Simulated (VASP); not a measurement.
**GaP: relaxation of the atoms with PBE**

GaP:

```
CELL_PARAMETERS angstrom
0.00000 2.77870 2.77870
2.77870 0.00000 2.77870
2.77870 2.77870 0.00000
ATOMIC_POSITIONS crystal
Ga 0.00000 0.00000 0.00000
P 0.25000 0.25000 0.25000
```

This cell differs from its parent crystal: volume scaled by 1.06.

```yaml
Program: VASP 6.6.1
Task: relaxation of the atoms
Functional: PBE
Potentials_or_basis: VASP PAW PBE potentials, release 64 (Ga_d, P)
Cutoff: 520 eV
k_mesh: 14 × 14 × 14
Occupations: fermi-dirac, width 0.02 eV
Spin: no spin polarisation
Dipole_correction: no
Further_INCAR_settings: ALGO = Normal; EDIFF = 1e-06; IBRION = 2; EDIFFG = -0.02; NSW = 80
```

| Quantity | Value |
| --- | --- |
| Pressure after relaxing | -2.0 GPa |
| Band gap on the k mesh | 1.35 eV, direct |

Final structure:
```
Ga P
1.0
     0.00000    2.77870    2.77870
     2.77870    0.00000    2.77870
     2.77870    2.77870    0.00000
Ga P
1 1
Direct
  0.00000 0.00000 0.00000
  0.25000 0.25000 0.25000
```

Levels at points of the mesh, in eV from the valence-band top:
```csv
k point,band 7,band 8,band 9,band 10,band 11,band 12
"(0.00, 0.00, 0.00)",0.00,0.00,0.00,1.35,3.90,3.90
"(0.50, 0.00, 0.00)",-6.31,-1.03,-1.03,1.50,4.73,4.73
"(0.50, 0.50, 0.00)",-6.49,-2.49,-2.49,1.77,1.87,10.16
```

Wall time 91 s on 1 thread of Intel Xeon 8259CL, with other jobs on the host, peak memory 0.21 GiB.

Caveat: the relaxation stopped at its first step, so nothing moved. A k mesh can miss the band edges.
